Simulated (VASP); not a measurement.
# NiO (Fm-3m) in VASP: notebook

Runs on NiO. Level: LDA+U. Tasks: single point.

Program: VASP 6.6.1. These are calculated values, not measurements. Logs are shortened: lines on timing, memory, paths and dates and some standing lists are left out, and cuts for length are marked.

### 1 The cell of the first run

Symmetry: Fm-3m, No. 225, cubic system. The conventional cell has a = 4.183 Å, b = 4.183 Å, c = 4.183 Å, α = 90.00°, β = 90.00°, γ = 90.00°. Ni (site symmetry m-3m) has 6 O at 2.09 Å within 2.8 Å. O (site symmetry m-3m) has 6 Ni at 2.09 Å within 2.8 Å.

### 2 Single point, LDA+U, collinear spin, antiferromagnetic start

File INCAR:

```
SYSTEM = NiO
  PREC = Accurate
  ENCUT = 520
  EDIFF = 1E-6
  ISMEAR = 0
  SIGMA = 0.05
  LREAL = .False.
  LASPH = .True.
  NELM = 150
  ALGO = Normal
  ISIF = 2
  LWAVE = .False.
  LCHARG = .False.
  ISPIN = 2
  MAGMOM = 1.74 -1.74 0 0
  LORBIT = 11
  LMAXMIX = 4
  LDAU = .True.
  LDAUTYPE = 1
  LDAUL = 2 -1
  LDAUU = 5 0
  LDAUJ = 0.9 0
  LDAUPRINT = 1
  NBANDS = 28
```

File KPOINTS:

```
regular mesh
0
Gamma
  8 8 8
  0 0 0
```

File POSCAR:

```
NiO
1.0
    0.0000000000      2.0913095100      2.0913095100
    2.0913095100      0.0000000000      2.0913095100
    4.1826190200      4.1826190200      0.0000000000
Ni O
2 2
Direct
    0.0000000000      0.0000000000      0.0000000000
    0.0000000000      0.0000000000      0.5000000000
    0.5000000000      0.5000000000      0.2500000000
    0.5000000000      0.5000000000      0.7500000000
```

Potentials or basis: VASP PAW LDA potentials, release 64 (Ni, O).

Started as:

```console
$ cat potpaw_LDA.64/Ni/POTCAR potpaw_LDA.64/O/POTCAR > POTCAR
$ mpirun -np 1 vasp_std > vasp.out
```

OUTCAR:

```text
SYSTEM = NiO
   PREC = Accurate
   ENCUT = 520
   EDIFF = 1E-6
   ISMEAR = 0
   LREAL = .False.
   LASPH = .True.
   NELM = 150
   ISIF = 2
   ISPIN = 2
   LORBIT = 11

 ion  position               nearest neighbor table
   1  0.000  0.000  0.000-   4 2.09   3 2.09   4 2.09   3 2.09   4 2.09   3 2.09   2 2.96   2 2.96
                             2 2.96   2 2.96   2 2.96   2 2.96
   2  0.000  0.000  0.500-   3 2.09   3 2.09   4 2.09   3 2.09   4 2.09   4 2.09   1 2.96   1 2.96
                             1 2.96   1 2.96   1 2.96   1 2.96
   3  0.500  0.500  0.250-   1 2.09   1 2.09   2 2.09   1 2.09   2 2.09   2 2.09
   4  0.500  0.500  0.750-   2 2.09   1 2.09   2 2.09   1 2.09   2 2.09   1 2.09

  LATTYP: Found a trigonal (rhomboedric) cell.
 ALAT       =     5.1226411937
 COS(alpha) =     0.8333333333

  Lattice vectors:

 A1 = (   4.1826190200,   2.0913095100,  -2.0913095100)
 A2 = (   2.0913095100,   2.0913095100,  -4.1826190200)
 A3 = (   2.0913095100,   4.1826190200,  -2.0913095100)

Analysis of symmetry for initial positions (statically):
=====================================================================
 Subroutine PRICEL returns following result:

  LATTYP: Found a face centered cubic cell.
 ALAT       =     4.1826190200
[... 12 lines left out ...]
 Subroutine GETGRP returns: Found 12 space group operations
 (whereof 12 operations were pure point group operations)
 out of a pool of 12 trial point group operations.

The static configuration has the point symmetry D_3d.

Analysis of symmetry for dynamics (positions and initial velocities):
=====================================================================
 Subroutine PRICEL returns following result:

  LATTYP: Found a face centered cubic cell.
 ALAT       =     4.1826190200
[... 12 lines left out ...]
 Subroutine GETGRP returns: Found 12 space group operations
 (whereof 12 operations were pure point group operations)
 out of a pool of 12 trial point group operations.

The dynamic configuration has the point symmetry D_3d.

Analysis of structural, dynamic, and magnetic symmetry:
=====================================================================
 Subroutine PRICEL returns following result:

  LATTYP: Found a face centered cubic cell.
 ALAT       =     4.1826190200
[... 12 lines left out ...]
 Subroutine GETGRP returns: Found 12 space group operations
 (whereof 12 operations were pure point group operations)
 out of a pool of 12 trial point group operations.

The overall configuration has the point symmetry D_3d.

 Subroutine INISYM returns: Found 12 space group operations
 (whereof 12 operations are pure point group operations),
 and found     2 'primitive' translations

----------------------------------------------------------------------------------------

                                     Primitive cell

  volume of cell :      18.2930

  direct lattice vectors                    reciprocal lattice vectors
     0.000000000  2.091309510  2.091309510    -0.239084649  0.239084649  0.239084649
     2.091309510  0.000000000  2.091309510     0.239084649 -0.239084649  0.239084649
     2.091309510  2.091309510  0.000000000     0.239084649  0.239084649 -0.239084649

  length of vectors
     2.957558272  2.957558272  2.957558272     0.414106759  0.414106759  0.414106759

  position of ions in fractional coordinates (direct lattice)
     0.000000000  0.000000000  0.000000000
     0.500000000  0.500000000  0.500000000

  ion indices of the primitive-cell ions
   primitive index   ion index
                 1           1
                 2           3

----------------------------------------------------------------------------------------

 KPOINTS: regular mesh

Automatic generation of k-mesh.
 Grid dimensions read from file:
 generate k-points for:    8    8    8

 Generating k-lattice:

  Cartesian coordinates                     Fractional coordinates (reciprocal lattice)
    -0.029885581  0.029885581  0.029885581     0.125000000  0.000000000  0.000000000
     0.029885581 -0.029885581  0.029885581     0.000000000  0.125000000  0.000000000
     0.014942791  0.014942791 -0.014942791     0.000000000  0.000000000  0.125000000

  Length of vectors
     0.051763345  0.051763345  0.025881672

  Shift w.r.t. Gamma in fractional coordinates (k-lattice)
[... 74 lines left out ...]
  Fermi-wavevector in a.u.,A,eV,Ry     =   1.565621  2.958594 33.350161  2.451168
  Thomas-Fermi vector in A             =   2.668070
   LORBIT       =     11    0 simple, 1 ext, 2 COOP (PROOUT), +10 PAW based schemes
 LDA+U is selected, type is set to LDAUTYPE =  1
   angular momentum for each species LDAUL =     2   -1
   U (eV)           for each species LDAUU =   5.0  0.0
   J (eV)           for each species LDAUJ =   0.9  0.0
   GGA     = CA    functional components
   LHFCALC =     F    Hartree Fock is set to
   AEXX    =    0.0000 exact exchange contribution
   IVDW    =     0    specifies the selected vdW correction
   LEPSILON=     F    determine dielectric tensor
   LRPA    =     F    only Hartree local field effects (RPA)
 spin polarized calculation
 Gauss-broadening in eV      SIGMA  =   0.05
  energy-cutoff  :      520.00
  volume of cell :       36.59
 maximum number of plane-waves:      1017
 NGX is ok and might be reduce to    24
   NGX = 11   NGY = 11   NGZ = 21

 number of electron      32.0000011 magnetization       0.0000000

atom =   1  type =  1  l = 2

 onsite density matrix

spin component  1

  0.9745 -0.0000 -0.0001 -0.0000 -0.0000
 -0.0000  0.9745 -0.0000  0.0000  0.0001
 -0.0001 -0.0000  1.0192 -0.0000 -0.0000
 -0.0000  0.0000 -0.0000  0.9745 -0.0001
 -0.0000  0.0001 -0.0000 -0.0001  1.0192

spin component  2

  0.9751 -0.0000  0.0004 -0.0000  0.0000
 -0.0000  0.9751  0.0002  0.0000 -0.0003
  0.0004  0.0002  0.2016  0.0002 -0.0000
 -0.0000  0.0000  0.0002  0.9751  0.0003
  0.0000 -0.0003 -0.0000  0.0003  0.2016

 occupancies and eigenvectors

  o =  0.2016  v =  0.0000  0.0000  0.0000  0.0000  0.0000 -0.0001  0.0004  0.1806 -0.0004  0.9836      0.0000  0.0000  0.0000  0.0000  0.0000  0.0000  0.0000  0.0000  0.0000  0.0000
  o =  0.2016  v =  0.0000  0.0000  0.0000  0.0000  0.0000 -0.0005 -0.0003  0.9836 -0.0002 -0.1806      0.0000  0.0000  0.0000  0.0000  0.0000  0.0000  0.0000  0.0000  0.0000  0.0000
  o =  0.9745  v =  0.8146  0.4558  0.0025  0.3588 -0.0002  0.0000  0.0000  0.0000  0.0000  0.0000      0.0000  0.0000  0.0000  0.0000  0.0000  0.0000  0.0000  0.0000  0.0000  0.0000
  o =  0.9745  v = -0.0560  0.6774 -0.0002 -0.7334 -0.0025  0.0000  0.0000  0.0000  0.0000  0.0000      0.0000  0.0000  0.0000  0.0000  0.0000  0.0000  0.0000  0.0000  0.0000  0.0000
  o =  0.9745  v = -0.5774  0.5774  0.0000  0.5774  0.0000  0.0000  0.0000  0.0000  0.0000  0.0000      0.0000  0.0000  0.0000  0.0000  0.0000  0.0000  0.0000  0.0000  0.0000  0.0000
  o =  0.9750  v =  0.0000  0.0000  0.0000  0.0000  0.0000 -0.7919 -0.5681 -0.0006 -0.2238  0.0001      0.0000  0.0000  0.0000  0.0000  0.0000  0.0000  0.0000  0.0000  0.0000  0.0000
  o =  0.9750  v =  0.0000  0.0000  0.0000  0.0000  0.0000  0.1988 -0.5865  0.0001  0.7852  0.0006      0.0000  0.0000  0.0000  0.0000  0.0000  0.0000  0.0000  0.0000  0.0000  0.0000
  o =  0.9751  v =  0.0000  0.0000  0.0000  0.0000  0.0000 -0.5774  0.5774  0.0000  0.5774  0.0000      0.0000  0.0000  0.0000  0.0000  0.0000  0.0000  0.0000  0.0000  0.0000  0.0000
  o =  1.0192  v =  0.0020  0.0010 -1.0000  0.0010 -0.0000  0.0000  0.0000  0.0000  0.0000  0.0000      0.0000  0.0000  0.0000  0.0000  0.0000  0.0000  0.0000  0.0000  0.0000  0.0000
  o =  1.0192  v =  0.0000  0.0017 -0.0000 -0.0017  1.0000  0.0000  0.0000  0.0000  0.0000  0.0000      0.0000  0.0000  0.0000  0.0000  0.0000  0.0000  0.0000  0.0000  0.0000  0.0000

atom =   2  type =  1  l = 2

 onsite density matrix

spin component  1

  0.9751 -0.0000  0.0004 -0.0000  0.0000
 -0.0000  0.9751  0.0002  0.0000 -0.0003
  0.0004  0.0002  0.2016  0.0002  0.0000
 -0.0000  0.0000  0.0002  0.9751  0.0003
  0.0000 -0.0003  0.0000  0.0003  0.2016

spin component  2

  0.9745 -0.0000 -0.0001 -0.0000  0.0000
 -0.0000  0.9745 -0.0000  0.0000  0.0001
 -0.0001 -0.0000  1.0192 -0.0000  0.0000
 -0.0000  0.0000 -0.0000  0.9745 -0.0001
  0.0000  0.0001  0.0000 -0.0001  1.0192

 occupancies and eigenvectors

  o =  0.2016  v =  0.0000  0.0004 -0.0028 -0.0004  1.0000  0.0000  0.0000  0.0000  0.0000  0.0000      0.0000  0.0000  0.0000  0.0000  0.0000  0.0000  0.0000  0.0000  0.0000  0.0000
  o =  0.2016  v = -0.0005 -0.0002  1.0000 -0.0002  0.0028  0.0000  0.0000  0.0000  0.0000  0.0000      0.0000  0.0000  0.0000  0.0000  0.0000  0.0000  0.0000  0.0000  0.0000  0.0000
  o =  0.9745  v =  0.0000  0.0000  0.0000  0.0000  0.0000  0.1700  0.7766  0.0005 -0.6066 -0.0024      0.0000  0.0000  0.0000  0.0000  0.0000  0.0000  0.0000  0.0000  0.0000  0.0000
  o =  0.9745  v =  0.0000  0.0000  0.0000  0.0000  0.0000  0.7986  0.2520  0.0024  0.5466  0.0005      0.0000  0.0000  0.0000  0.0000  0.0000  0.0000  0.0000  0.0000  0.0000  0.0000
  o =  0.9745  v =  0.0000  0.0000  0.0000  0.0000  0.0000  0.5774 -0.5774  0.0000 -0.5774 -0.0000      0.0000  0.0000  0.0000  0.0000  0.0000  0.0000  0.0000  0.0000  0.0000  0.0000
  o =  0.9750  v =  0.8146  0.3590  0.0006  0.4556  0.0000  0.0000  0.0000  0.0000  0.0000  0.0000      0.0000  0.0000  0.0000  0.0000  0.0000  0.0000  0.0000  0.0000  0.0000  0.0000
  o =  0.9750  v =  0.0558  0.7334  0.0000 -0.6775 -0.0006  0.0000  0.0000  0.0000  0.0000  0.0000      0.0000  0.0000  0.0000  0.0000  0.0000  0.0000  0.0000  0.0000  0.0000  0.0000
  o =  0.9751  v = -0.5774  0.5774  0.0000  0.5774 -0.0000  0.0000  0.0000  0.0000  0.0000  0.0000      0.0000  0.0000  0.0000  0.0000  0.0000  0.0000  0.0000  0.0000  0.0000  0.0000
  o =  1.0192  v =  0.0000  0.0000  0.0000  0.0000  0.0000 -0.0020 -0.0010  1.0000 -0.0010 -0.0000      0.0000  0.0000  0.0000  0.0000  0.0000  0.0000  0.0000  0.0000  0.0000  0.0000
  o =  1.0192  v =  0.0000  0.0000  0.0000  0.0000  0.0000  0.0000  0.0017  0.0000 -0.0017  1.0000      0.0000  0.0000  0.0000  0.0000  0.0000  0.0000  0.0000  0.0000  0.0000  0.0000

 number of electron      32.0000011 magnetization      -0.0000000

 Free energy of the ion-electron system (eV)
  ---------------------------------------------------
  ext. energy  EPLUGINS =         0.00000000
  ---------------------------------------------------
  free energy    TOTEN  =       -24.85980574 eV

  energy without entropy =      -24.85980574  energy(sigma->0) =      -24.85980574

 E-fermi :   6.3723     XC(G=0): -13.1309

 val. band max:        6.0829243467   @ k =   0.0000   0.0000   0.5000
 cond. band min:       8.6843210019   @ k =   0.2500   0.2500   0.0000
 fundamental gap:      2.6013966552
 Fermi energy:         6.3722825794

 spin component 1

 k-point     1 :       0.0000    0.0000    0.0000
  band No.  band energies     occupation
      1     -12.1763      1.00000
      2     -10.6851      1.00000
      3      -0.8235      1.00000
      4       0.6189      1.00000
      5       0.6190      1.00000
      6       3.0771      1.00000
[... 1481 lines left out ...]
     27      24.1078      0.00000
     28      28.4145      0.00000

 [... further k-points ...]
[... 5 lines left out ...]
  --------------------------------------------------------------------------------------
  -------------------------------------------------------------------------------------
  Total       -3.9813392     -3.9813392     -3.9813392     -0.0222271      0.0222271      0.0222271
  in kB     -174.3511580   -174.3511580   -174.3511580     -0.9733724      0.9733724      0.9733724
  external PRESSURE =    -174.3511580 kB  Pullay stress =       0.0000000 kB

 VOLUME and BASIS-vectors are now :
 -----------------------------------------------------------------------------
  energy-cutoff  :      520.00
  volume of cell :       36.59
      direct lattice vectors                 reciprocal lattice vectors
     0.000000000  2.091309510  2.091309510    -0.239084649  0.239084649  0.239084649
     2.091309510  0.000000000  2.091309510     0.239084649 -0.239084649  0.239084649
     4.182619020  4.182619020  0.000000000     0.119542324  0.119542324 -0.119542324

 POSITION                                       TOTAL-FORCE (eV/Angst)
 -----------------------------------------------------------------------------------
      0.00000      0.00000      0.00000         0.000000      0.000000     -0.000000
      2.09131      2.09131      0.00000         0.000000      0.000000     -0.000000
      2.09131      2.09131      2.09131        -0.000000      0.000000      0.000000
      4.18262      4.18262      2.09131        -0.000000     -0.000000     -0.000000
 -----------------------------------------------------------------------------------
    total drift:                                0.000000     -0.000000     -0.000000

  FREE ENERGIE OF THE ION-ELECTRON SYSTEM (eV)
  ---------------------------------------------------
  free  energy   TOTEN  =       -24.8598057427 eV

  energy  without entropy=      -24.8598057427  energy(sigma->0) =      -24.85980574

 total charge

# of ion       s       p       d       tot
------------------------------------------
    1        0.343   0.420   8.263   9.026
    2        0.343   0.420   8.263   9.026
    3        1.539   3.424   0.000   4.964
    4        1.539   3.424   0.000   4.964
--------------------------------------------------
tot          3.765   7.689  16.526  27.980

 magnetization (x)

# of ion       s       p       d       tot
------------------------------------------
    1       -0.006  -0.008   1.633   1.619
    2        0.006   0.008  -1.633  -1.619
    3        0.000   0.000   0.000   0.000
    4        0.000   0.000   0.000   0.000
--------------------------------------------------
tot          0.000   0.000   0.000   0.000
```

Wall time 2.6 min (1 thread of Intel Xeon Platinum 8259CL at 2.50GHz (Skylake/Cascade Lake), shared host); peak memory 0.22 GiB.

What came out:

```
Free energy                                           : -24.8598 eV
Pressure                                              : -17.4 GPa
Band gap on the k mesh                                : 2.60 eV
Net moment                                            : 0.00 μB per cell
Site moments                                          : Ni +1.62, -1.62; O +0.00 μB
Valence electrons inside the program's atomic spheres : Ni 9.03; O 4.96
```

Eigenvalues of the final occupation matrices:
```
    site  spin  trace               eigenvalues
site 1 d     1   4.96  0.97 0.97 0.97 1.02 1.02
site 1 d     2   3.33  0.20 0.20 0.98 0.98 0.98
site 2 d     1   3.33  0.20 0.20 0.98 0.98 0.98
site 2 d     2   4.96  0.97 0.97 0.97 1.02 1.02
```

### 3 Single point, LDA+U, collinear spin, antiferromagnetic start

File INCAR:

```
SYSTEM = NiO
ALGO = Normal
EDIFF = 1E-7
ENCUT = 520
GGA = CA
ISIF = 2
ISMEAR = 0
ISPIN = 2
LASPH = .TRUE.
LCHARG = .FALSE.
LDAU = .TRUE.
LDAUJ = 0.9 0
LDAUL = 2 -1
LDAUPRINT = 1
LDAUTYPE = 1
LDAUU = 5 0
LMAXMIX = 4
LORBIT = 11
LREAL = .FALSE.
LWAVE = .FALSE.
MAGMOM = 1.58 -1.58 0 0
NBANDS = 28
NELM = 150
PREC = Accurate
SIGMA = 0.05
```

File KPOINTS:

```
k-points
0
G
  8 8 8
  0 0 0
```

POSCAR is that of step 2.

Potentials or basis: VASP PAW LDA potentials, release 64 (Ni, O).

Started as:

```console
$ cat potpaw_LDA.64/Ni/POTCAR potpaw_LDA.64/O/POTCAR > POTCAR
$ mpirun -np 1 vasp_std > vasp.out
```

It took 2.6 min on 1 thread of Intel Xeon Platinum 8259CL at 2.50GHz (Skylake/Cascade Lake), shared host; peak memory 0.22 GiB.

The run converged. Its results:

* Free energy: -24.8598 eV
* Pressure: -17.4 GPa
* Band gap on the k mesh: 2.60 eV
* Net moment: 0.00 μB per cell
* Site moments: Ni +1.62, -1.62; O +0.00 μB
* Valence electrons inside the program's atomic spheres: Ni 9.03; O 4.96

Stress tensor (GPa, compression positive):
```
-17.44  -0.10   0.10
 -0.10 -17.44   0.10
  0.10   0.10 -17.44
```

Levels at points of the mesh, in eV from the valence-band top:
Spin up:
```
           k point  band 13  band 14  band 15  band 16  band 17  band 18  band 19  band 20
(0.00, 0.00, 0.00)    -1.11    -1.11    -0.85    -0.85     3.18     3.40     3.40     7.04
(0.50, 0.00, 0.00)    -1.81    -1.22    -0.73    -0.54     3.53     3.68     7.04     7.54
(0.00, 0.00, 0.50)    -1.51    -1.47     0.00     0.00     3.15     3.15     5.83     5.94
(0.50, 0.00, 0.50)    -1.40    -1.23    -0.99    -0.52     3.18     3.22     8.86     9.05
```
Spin down:
```
           k point  band 12  band 13  band 14  band 15  band 16  band 17  band 18  band 19  band 20  band 21
(0.00, 0.00, 0.00)    -1.11    -1.11    -1.11    -0.85    -0.85     3.18     3.40     3.40     7.04    11.49
(0.50, 0.00, 0.00)    -1.94    -1.81    -1.22    -0.73    -0.54     3.53     3.68     7.04     7.54    11.49
(0.00, 0.00, 0.50)    -1.51    -1.51    -1.47     0.00     0.00     3.15     3.15     5.83     5.94    13.22
(0.50, 0.00, 0.50)    -1.78    -1.40    -1.23    -0.99    -0.52     3.18     3.22     8.86     9.05    11.05
```

Eigenvalues of the final occupation matrices:
```tsv
site	spin	trace	eigenvalues
site 1 d	1	4.96	0.97 0.97 0.97 1.02 1.02
site 1 d	2	3.33	0.20 0.20 0.98 0.98 0.98
site 2 d	1	3.33	0.20 0.20 0.98 0.98 0.98
site 2 d	2	4.96	0.97 0.97 0.97 1.02 1.02
```

### 4 Single point, LDA+U, collinear spin, ferromagnetic start

File INCAR:

```
SYSTEM = NiO
PREC = Accurate ; ENCUT = 520
EDIFF = 1E-7 ; ISMEAR = 0
SIGMA = 0.05 ; LREAL = .False.
LASPH = .True. ; NELM = 150
ALGO = Normal ; ISIF = 2
LWAVE = .False. ; LCHARG = .True.
ISPIN = 2 ; MAGMOM = 1.7 1.7 0.21 0.21
LORBIT = 11 ; NUPDOWN = 3.6
LMAXMIX = 4 ; LDAU = .True.
LDAUTYPE = 1 ; LDAUL = 2 -1
LDAUU = 5 0 ; LDAUJ = 0.9 0
LDAUPRINT = 1 ; LELF = .True.
LVHAR = .True. ; NBANDS = 28
```

File KPOINTS:

```
Automatic mesh
0
Gamma
  8 8 8
  0 0 0
```

POSCAR is that of step 3.

Started as:

```console
$ cat potpaw_LDA.64/Ni/POTCAR potpaw_LDA.64/O/POTCAR > POTCAR
$ mpirun -np 1 vasp_std > vasp.out
```

Wall time 3.2 min (1 thread of Intel Xeon Platinum 8259CL at 2.50GHz (Skylake/Cascade Lake), shared host); peak memory 0.22 GiB.

It converged, with:

```
Free energy                                           : -24.2842 eV
Pressure                                              : -16.1 GPa
Net moment                                            : 3.60 μB per cell
Site moments                                          : Ni +1.61; O +0.17 μB
Valence electrons inside the program's atomic spheres : Ni 9.04; O 4.96
```

Eigenvalues of the final occupation matrices:
| site | spin | trace | eigenvalues |
| --- | --- | --- | --- |
| site 1 d | 1 | 4.94 | 0.97 0.97 0.97 1.01 1.01 |
| site 1 d | 2 | 3.36 | 0.22 0.22 0.97 0.97 0.97 |
| site 2 d | 1 | 4.94 | 0.97 0.97 0.97 1.01 1.01 |
| site 2 d | 2 | 3.36 | 0.22 0.22 0.97 0.97 0.97 |

Caveat: the total moment is fixed, so each spin has its own Fermi level. The state reached can hang on the start; a lower one may exist.
